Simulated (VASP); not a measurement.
# TaN (P6_3mc) in VASP: notebook, part 2 of 2

VASP 6.6.1. The steps go on from the part before.

### Step 4. Single point, PBE

Contents of INCAR:

```
SYSTEM = TaN
PREC     = Accurate       ! precision mode
ENCUT    = 520            ! plane-wave cutoff, eV
EDIFF    = 1E-6           ! SCF threshold, eV
ISMEAR   = -1             ! smearing method
SIGMA    = 0.05           ! smearing width, eV
LREAL    = .FALSE.        ! projectors in reciprocal space
LASPH    = .TRUE.         ! aspherical terms in the spheres
NELM     = 60             ! most SCF steps
ALGO     = Normal         ! electronic algorithm
ISIF     = 2              ! what is computed and relaxed
LWAVE    = .FALSE.        ! write WAVECAR
LCHARG   = .FALSE.        ! write CHGCAR
GGA      = PE             ! functional
NBANDS   = 24             ! bands
```

Contents of KPOINTS:

```
Automatic mesh
0
G
  15 15 8
  0 0 0
```

Contents of POSCAR:

```
TaN
1.0
    3.0500010905      0.0000000000      0.0000000000
   -1.5250005453      2.6413784260      0.0000000000
    0.0000000000      0.0000000000      4.9400000000
Ta N
2 2
Direct
    0.3333333333      0.6666666667      0.0000000000
    0.6666666667      0.3333333333      0.5000000000
    0.3333333333      0.6666666667      0.3850000000
    0.6666666667      0.3333333333      0.8850000000
```

Potentials or basis: VASP PAW PBE potentials, release 64 (Ta_pv, N).

Started as:

```
> cat potpaw_PBE.64/Ta_pv/POTCAR potpaw_PBE.64/N/POTCAR > POTCAR
> mpirun -np 1 vasp_std > vasp.out
```

OUTCAR:

```text
SYSTEM = TaN
   PREC = Accurate
   ENCUT = 520
   EDIFF = 1E-6
   ISMEAR = -1
   LREAL = .FALSE.
   LASPH = .TRUE.
   NELM = 60
   ISIF = 2
   GGA = PE

 ion  position               nearest neighbor table
   1  0.333  0.667  0.000-   4 1.85   4 1.85   4 1.85   3 1.90   2 3.03   2 3.03   2 3.03   2 3.03
                             2 3.03   2 3.03
   2  0.667  0.333  0.500-   3 1.85   3 1.85   3 1.85   4 1.90   1 3.03   1 3.03   1 3.03   1 3.03
                             1 3.03   1 3.03
   3  0.333  0.667  0.385-   2 1.85   2 1.85   2 1.85   1 1.90
   4  0.667  0.333  0.885-   1 1.85   1 1.85   1 1.85   2 1.90

  LATTYP: Found a hexagonal cell.
 ALAT       =     3.0500010905
 C/A-ratio  =     1.6196715520

  Lattice vectors:

 A1 = (   3.0500010905,   0.0000000000,   0.0000000000)
 A2 = (  -1.5250005453,   2.6413784260,   0.0000000000)
 A3 = (   0.0000000000,   0.0000000000,   4.9400000000)

Analysis of symmetry for initial positions (statically):
=====================================================================
 Subroutine PRICEL returns:
 Original cell was already a primitive cell.

 Routine SETGRP: Setting up the symmetry group for a
 hexagonal supercell.

 Subroutine GETGRP returns: Found 12 space group operations
 (whereof  6 operations were pure point group operations)
 out of a pool of 24 trial point group operations.

The static configuration has the point symmetry C_3v.
 The point group associated with its full space group is C_6v.

Analysis of symmetry for dynamics (positions and initial velocities):
=====================================================================
 Subroutine PRICEL returns:
 Original cell was already a primitive cell.

 Routine SETGRP: Setting up the symmetry group for a
 hexagonal supercell.

 Subroutine GETGRP returns: Found 12 space group operations
 (whereof  6 operations were pure point group operations)
 out of a pool of 24 trial point group operations.
[... 123 lines left out ...]
   IALGO  =     38    algorithm
   IMIX   =      4    mixing-type and parameters
     AMIX     =   0.40;   BMIX     =  1.00
     AMIX_MAG =   1.60;   BMIX_MAG =  1.00
  volume/ion in A,a.u.               =       9.95        67.14
  Fermi-wavevector in a.u.,A,eV,Ry     =   1.522319  2.876766 31.530886  2.317455
  Thomas-Fermi vector in A             =   2.630914
   LORBIT       =      0    0 simple, 1 ext, 2 COOP (PROOUT), +10 PAW based schemes
   GGA     = PE    functional components
   LHFCALC =     F    Hartree Fock is set to
   AEXX    =    0.0000 exact exchange contribution
   IVDW    =     0    specifies the selected vdW correction
   LEPSILON=     F    determine dielectric tensor
   LRPA    =     F    only Hartree local field effects (RPA)
 non-spin polarized calculation
  energy-cutoff  :      520.00
  volume of cell :       39.80
 maximum number of plane-waves:      1093
 NGX is ok and might be reduce to    24
   NGX = 11   NGY = 11   NGZ = 19

 number of electron      32.0000000 magnetization

 Free energy of the ion-electron system (eV)
  ---------------------------------------------------
  ext. energy  EPLUGINS =         0.00000000
  ---------------------------------------------------
  free energy    TOTEN  =       -37.67796895 eV

  energy without entropy =      -37.66762610  energy(sigma->0) =      -37.67279752

 E-fermi :   9.8112     XC(G=0): -13.5441

 val. band max:        9.7929709534   @ k =   0.4667   0.0667   0.0000
 cond. band min:       9.8120996666   @ k =   0.2000   0.0667   0.3750
 fundamental gap:      0.0191287132
 Fermi energy:         9.8112473984

 k-point     1 :       0.0000    0.0000    0.0000
  band No.  band energies     occupation
      1     -26.3323      2.00000
      2     -25.2241      2.00000
      3     -25.2241      2.00000
      4     -25.0330      2.00000
      5     -25.0330      2.00000
      6     -24.9772      2.00000
[... 637 lines left out ...]
     23      16.8266      0.00000
     24      17.4055      0.00000

 [... further k-points ...]

------------------------ aborting loop because EDIFF is reached ----------------------------------------

  FORCE on cell =-STRESS in cart. coord.  units (eV):
  Direction    XX          YY          ZZ          XY          YZ          ZX
  --------------------------------------------------------------------------------------
  -------------------------------------------------------------------------------------
  Total       36.9858140     36.9858140     30.5604042     -0.0000000      0.0000000      0.0000000
  in kB     1488.9777010   1488.9777011   1230.3030668     -0.0000000      0.0000000      0.0000000
  external PRESSURE =    1402.7528230 kB  Pullay stress =       0.0000000 kB

 VOLUME and BASIS-vectors are now :
 -----------------------------------------------------------------------------
  energy-cutoff  :      520.00
  volume of cell :       39.80
      direct lattice vectors                 reciprocal lattice vectors
     3.050001090  0.000000000  0.000000000     0.327868735  0.189295103  0.000000000
    -1.525000545  2.641378426  0.000000000     0.000000000  0.378590205  0.000000000
     0.000000000  0.000000000  4.940000000     0.000000000  0.000000000  0.202429150

 POSITION                                       TOTAL-FORCE (eV/Angst)
 -----------------------------------------------------------------------------------
     -0.00000      1.76092      0.00000        -0.000000      0.000000      2.391504
      1.52500      0.88046      2.47000         0.000000     -0.000000      2.391504
     -0.00000      1.76092      1.90190         0.000000     -0.000000     -2.391504
      1.52500      0.88046      4.37190        -0.000000      0.000000     -2.391504
 -----------------------------------------------------------------------------------
    total drift:                               -0.000000      0.000000      0.000966

  FREE ENERGIE OF THE ION-ELECTRON SYSTEM (eV)
  ---------------------------------------------------
  free  energy   TOTEN  =       -37.6779689458 eV

  energy  without entropy=      -37.6676261012  energy(sigma->0) =      -37.67279752
```

OSZICAR:

```text
N       E                     dE             d eps       ncg     rms          rms(c)
DAV:   1     0.291232827441E+03    0.29123E+03   -0.17800E+04  6480   0.144E+03
DAV:   2    -0.306100482870E+02   -0.32184E+03   -0.30663E+03  7728   0.428E+02
DAV:   3    -0.447893886760E+02   -0.14179E+02   -0.14019E+02  8104   0.894E+01
DAV:   4    -0.449160859935E+02   -0.12670E+00   -0.12657E+00  7296   0.903E+00
DAV:   5    -0.449173807112E+02   -0.12947E-02   -0.12945E-02  8176   0.793E-01    0.600E+01
DAV:   6    -0.377768191680E+02    0.71406E+01   -0.24126E+01  7616   0.385E+01    0.254E+01
DAV:   7    -0.377158090613E+02    0.61010E-01   -0.94166E-01  6816   0.780E+00    0.137E+01
DAV:   8    -0.376825208407E+02    0.33288E-01   -0.50105E-02  8032   0.161E+00    0.160E+00
DAV:   9    -0.376778941771E+02    0.46267E-02   -0.12367E-02  7704   0.823E-01    0.133E-01
DAV:  10    -0.376779749377E+02   -0.80761E-04   -0.57668E-04  7656   0.194E-01    0.307E-02
DAV:  11    -0.376779691217E+02    0.58160E-05   -0.15926E-05  7920   0.332E-02    0.137E-02
DAV:  12    -0.376779689458E+02    0.17592E-06   -0.23941E-06  5952   0.147E-02
   1 F= -.37677969E+02 E0= -.37672798E+02  d E =-.103428E-01
```

Run time: 34 s. Hardware: 1 thread of Intel Xeon 6975P-C (Granite Rapids), shared host; peak memory 0.24 GiB.

Results:

| Property | Result |
| --- | --- |
| Free energy | -37.6780 eV |
| Pressure | 140.3 GPa |
| Largest force | 2.392 eV/Å |
| Band gap on the k mesh | zero (band 16 reaches 11.00 eV, above the bottom of band 17 at 8.14 eV) |

Forces in eV/Å, atoms in the order of the input:
```
Ta   0.000  0.000  2.392
Ta   0.000  0.000  2.392
N    0.000  0.000 -2.392
N    0.000  0.000 -2.392
```

Caveat: spin-orbit coupling is left out, which moves the levels of the heavy elements; forces of over 1 eV/Å act on the atoms, so gaps and moduli don't describe the material at rest.

### Step 5. Single point, PBE

Contents of INCAR:

```
SYSTEM = TaN
PREC = Accurate ; ENCUT = 520
EDIFF = 1E-7 ; ISMEAR = 1
SIGMA = 0.02 ; LREAL = .FALSE.
LASPH = .TRUE. ; NELM = 60
ALGO = Normal ; ISIF = 2
LWAVE = .FALSE. ; LCHARG = .FALSE.
GGA = PE ; NBANDS = 24
```

Contents of KPOINTS:

```
regular mesh
0
G
  15 15 8
  0 0 0
```

POSCAR is that of step 4.

Started as:

```
> cat potpaw_PBE.64/Ta_pv/POTCAR potpaw_PBE.64/N/POTCAR > POTCAR
> mpirun -np 1 vasp_std > vasp.out
```

It took 37 s on 1 thread of Intel Xeon 6975P-C (Granite Rapids), shared host; peak memory 0.24 GiB.

Results (log left out):

```yaml
Free_energy: -37.6732 eV
Pressure: 140.3 GPa
Largest_force: 2.410 eV/Å
Band_gap_on_the_k_mesh: zero (band 16 reaches 11.00 eV, above the bottom of band 17 at 8.14 eV)
```

Forces in eV/Å, atoms in the order of the input:
```
Ta   0.000  0.000  2.410
Ta   0.000  0.000  2.410
N    0.000  0.000 -2.410
N    0.000  0.000 -2.410
```

Stress tensor (GPa, compression positive):
```
148.94   0.00   0.00
  0.00 148.94   0.00
  0.00   0.00 122.93
```

Levels at points of the mesh, in eV from the Fermi level:
```tsv
k point	band 14	band 15	band 16	band 17	band 18	band 19
(0.00, 0.00, 0.00)	-7.59	-0.86	-0.86	-0.38	2.12	2.64
(0.00, 0.00, 0.50)	-8.50	1.18	1.18	1.18	1.18	1.84
```

Caveat: spin-orbit coupling is left out, which moves the levels of the heavy elements; forces of over 1 eV/Å act on the atoms, so gaps and moduli don't describe the material at rest.

### Step 6. Single point, PBE

Contents of INCAR:

```
  ALGO = Normal
  EDIFF = 1E-7
  ENCUT = 520
  GGA = PE
  ISIF = 2
  ISMEAR = 1
  LASPH = T
  LCHARG = F
  LREAL = F
  LWAVE = F
  NBANDS = 24
  NELM = 60
  PREC = Accurate
  SIGMA = 0.05
```

Contents of KPOINTS:

```
k-points
0
Gamma
  15 15 8
```

POSCAR is that of step 5.

Potentials or basis: VASP PAW PBE potentials, release 64 (Ta_pv, N).

Started as:

```
> cat potpaw_PBE.64/Ta_pv/POTCAR potpaw_PBE.64/N/POTCAR > POTCAR
> mpirun -np 1 vasp_std > vasp.out
```

It took 39 s on 1 thread of Intel Xeon 6975P-C (Granite Rapids), shared host; peak memory 0.23 GiB.

It converged, with:

```yaml
Free_energy: -37.6733 eV
Pressure: 140.2 GPa
Largest_force: 2.408 eV/Å
Band_gap_on_the_k_mesh: zero (band 16 reaches 11.00 eV, above the bottom of band 17 at 8.14 eV)
```

Forces on the atoms (eV/Å):
```
Ta   0.000  0.000  2.408
Ta   0.000  0.000  2.408
N    0.000  0.000 -2.408
N    0.000  0.000 -2.408
```

Stress tensor (GPa, compression positive):
```
148.95   0.00   0.00
  0.00 148.95   0.00
  0.00   0.00 122.85
```

Levels at points of the mesh, in eV from the Fermi level:
| k point | band 13 | band 14 | band 15 | band 16 | band 17 | band 18 | band 19 | band 20 |
| --- | --- | --- | --- | --- | --- | --- | --- | --- |
| (0.00, 0.00, 0.00) | -7.92 | -7.59 | -0.86 | -0.86 | -0.38 | 2.12 | 2.64 | 2.64 |
| (0.00, 0.00, 0.50) | -8.50 | -8.50 | 1.18 | 1.18 | 1.18 | 1.18 | 1.84 | 1.84 |

Caveat: spin-orbit coupling is left out, which moves the levels of the heavy elements; forces of over 1 eV/Å act on the atoms, so gaps and moduli don't describe the material at rest.

### Step 7. The runs side by side

| smearing | gap on the mesh (eV) | pressure (GPa) | largest force (eV/Å) |
| --- | --- | --- | --- |
| gaussian 0.05 eV | none | 140.2 | 2.40 |
| gaussian 0.2 eV | none | 140.3 | 2.39 |
| fermi-dirac 0.05 eV | none | 140.3 | 2.39 |
| methfessel-paxton 0.02 eV | none | 140.3 | 2.41 |
| methfessel-paxton 0.05 eV | none | 140.2 | 2.41 |

Alike in all rows: task single point; level PBE; potentials or basis VASP PAW PBE potentials, release 64 (Ta_pv, N); no spin polarisation; cell as given; k mesh 15 × 15 × 8; cutoff (eV) 520.

Every run on the cell as given and a fine mesh finds a metal.

Caveats: spin-orbit coupling is left out, which moves the levels of the heavy elements; forces of over 1 eV/Å act on the atoms, so gaps and moduli don't describe the material at rest.

Total energies depend on the potentials used, so only differences within one code and one set of settings carry meaning.
